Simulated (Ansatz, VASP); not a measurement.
# MgBe2Te3 in VASP and in Ansatz

File INCAR:

```
SYSTEM = MgBe2Te3
PREC = Accurate
ENCUT = 520
EDIFF = 1E-6
ISMEAR = 0
SIGMA = 0.02
LREAL = .FALSE.
LASPH = .TRUE.
NELM = 100
ALGO = Normal
ISIF = 2
LWAVE = .FALSE.
LCHARG = .TRUE.
GGA = PE
LELF = .TRUE.
LVHAR = .TRUE.
NBANDS = 36
```

KPOINTS

```
Automatic mesh
0
G
  8 8 4
  0 0 0
```

POSCAR

```
MgBe2Te3
1.0
    9.7434200000     -2.0533414000      0.0000000000
    9.7434200000      2.0533414000      0.0000000000
   -1.6526169000      0.0000000000      7.8611957000
Mg Be Te
2 4 6
Direct
    0.9203990000      0.9203990000      0.8789230000
    0.9199345000      0.9199345000      0.3349820000
    0.2423540000      0.2423540000      0.5178330000
    0.2461630000      0.2461630000      0.0178470000
    0.6067580000      0.6067580000      0.1981210000
    0.5883050000      0.5883050000      0.6912320000
    0.3154595000      0.3154595000      0.3080180000
    0.3165320000      0.3165320000      0.7992550000
    0.4843550000      0.4843550000      0.1386290000
    0.0153720000      0.0153720000      0.6546620000
    0.6678090000      0.6678090000      0.4858390000
    0.6699030000      0.6699030000      0.9746600000
```

Input for Ansatz:

```yaml
crystal:
  lattice:
    - [9.74342, -2.0533414, 0.0]
    - [9.74342, 2.0533414, 0.0]
    - [-1.6526169, 0.0, 7.8611957]
  atoms:
    - { symbol: Mg, position: [0.920399, 0.920399, 0.878923] }
    - { symbol: Mg, position: [0.9199345, 0.9199345, 0.334982] }
    - { symbol: Be, position: [0.242354, 0.242354, 0.517833] }
    - { symbol: Be, position: [0.246163, 0.246163, 0.017847] }
    - { symbol: Be, position: [0.606758, 0.606758, 0.198121] }
    - { symbol: Be, position: [0.588305, 0.588305, 0.691232] }
    - { symbol: Te, position: [0.3154595, 0.3154595, 0.308018] }
    - { symbol: Te, position: [0.316532, 0.316532, 0.799255] }
    - { symbol: Te, position: [0.484355, 0.484355, 0.138629] }
    - { symbol: Te, position: [0.015372, 0.015372, 0.654662] }
    - { symbol: Te, position: [0.667809, 0.667809, 0.485839] }
    - { symbol: Te, position: [0.669903, 0.669903, 0.97466] }
basis:
  ecutwfc: 420
kpoints:
  mp_grid: { grid: [8, 8, 4] }
  band_path:
    path:
      - [[0.0, 0.0, 0.0], [-0.26159367, 0.26159367, 0.0]]
      - [[-0.73840633, -0.26159367, 0.0], [-0.5, -0.5, 0.0], [0.0, 0.0, 0.0], [-0.5, -0.5, 0.5], [-0.7441923, -0.2558077, 0.5]]
      - [[-0.2558077, 0.2558077, 0.5], [0.0, 0.0, 0.5], [0.0, 0.0, 0.0]]
      - [[-0.5, 0.0, 0.5], [0.0, 0.0, 0.0], [-0.5, 0.0, 0.0]]
    npoints: 10
hamiltonian:
  xc: pbe
scf:
  occupations: { method: gaussian, width: 0.02 }
  n_extra_bands: 30
output:
  forces: true
  stress: true
  eigenvalues: true
  populations: true
  dos: { projected: true, de: 0.02, nscf_kmesh: { grid: [12, 12, 6] } }
  bader: false
```

Alike in both runs: task single point; functional PBE; k mesh 8 × 8 × 4; occupations gaussian, width 0.02 eV; no spin polarisation.

|  | VASP | Ansatz |
| --- | --- | --- |
| version | VASP 6.6.1 | Ansatz 0.2.0 |
| potentials or method | VASP PAW PBE potentials, release 64 (Mg, Be, Te), cutoff 520 eV | scalar-relativistic, plane waves, PAW |
| valence electrons in the cell | 48 | 124 |

|  | VASP | Ansatz | Ansatz less VASP |
| --- | --- | --- | --- |
| gap on the k mesh at the Fermi level (eV) | 1.03 | 1.04 | +0.010 |
| least direct gap on the mesh (eV) | 2.01 | 2.03 | +0.011 |
| pressure (GPa) | 0.1 | 0.0 | -0.06 |
| rms of the force components (eV/Å) | 0.008 | 0.001 | -0.0068 |

Atom by atom the forces differ by 0.007 eV/Å (rms over components). With one functional, cell and mesh, what is left measures potentials, basis and numerics. VASP's potentials hold 48 valence electrons a cell and Ansatz's 124, so a difference there can come from the potentials and not from the codes.

Spin-orbit coupling is off throughout.
